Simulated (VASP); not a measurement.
The system is BiOs3.

```xyz
4
Lattice="-1.9955 1.9955 4.4575 1.9955 -1.9955 4.4575 1.9955 1.9955 -4.4575" Properties=species:S:1:pos:R:3 pbc="T T T"
Bi    0.0000    0.0000    0.0000
Os    0.0000    0.0000    4.4575
Os    1.9955    0.0000    2.2287
Os    0.0000    1.9955    2.2287
```

* Program: VASP 6.6.1
* Task: relaxation of cell and atoms
* Functional: PBE
* Potentials or basis: VASP PAW PBE potentials, release 64 (Bi_d, Os)
* Cutoff: 600 eV
* k mesh: 6 × 6 × 6
* Occupations: gaussian, width 0.1 eV
* Spin: no spin polarisation

At the start: pressure -12.6 GPa; volume 17.75 Å³/atom.

Question: How do energy, volume and symmetry change on relaxing?

Answer: Over 7 steps the energy falls by 174.1 meV/atom and the volume is 16.52 Å³/atom (-6.9 %); space group I4/mmm (No. 139, to 0.1 Å) before and after.

Step by step:
```
step  energy change (eV)  largest force (eV/Å)  pressure (GPa)  volume (Å³)
   1              0.0000                0.0000          -12.56        71.00
   2              0.5096                0.0000           50.36        57.41
   3             -0.4312                0.0000            5.29        64.90
   4             -0.6875                0.0000            3.17        65.32
   5             -0.6890                0.0000            3.11        65.31
   6             -0.6573                0.0000           -6.48        67.94
   7             -0.6965                0.0000           -0.02        66.10
```

Final structure:
```cif
data_structure
_symmetry_space_group_name_H-M 'P 1'
_symmetry_Int_Tables_number 1
_cell_length_a 4.8868
_cell_length_b 4.8868
_cell_length_c 4.8868
_cell_angle_alpha 130.410
_cell_angle_beta 130.410
_cell_angle_gamma 72.752
_cell_volume 66.10
loop_
_atom_site_label
_atom_site_type_symbol
_atom_site_fract_x
_atom_site_fract_y
_atom_site_fract_z
_atom_site_occupancy
Bi1 Bi 0.00000 0.00000 0.00000 1
Os1 Os 0.50000 0.50000 0.00000 1
Os2 Os 0.25000 0.75000 0.50000 1
Os3 Os 0.75000 0.25000 0.50000 1
```
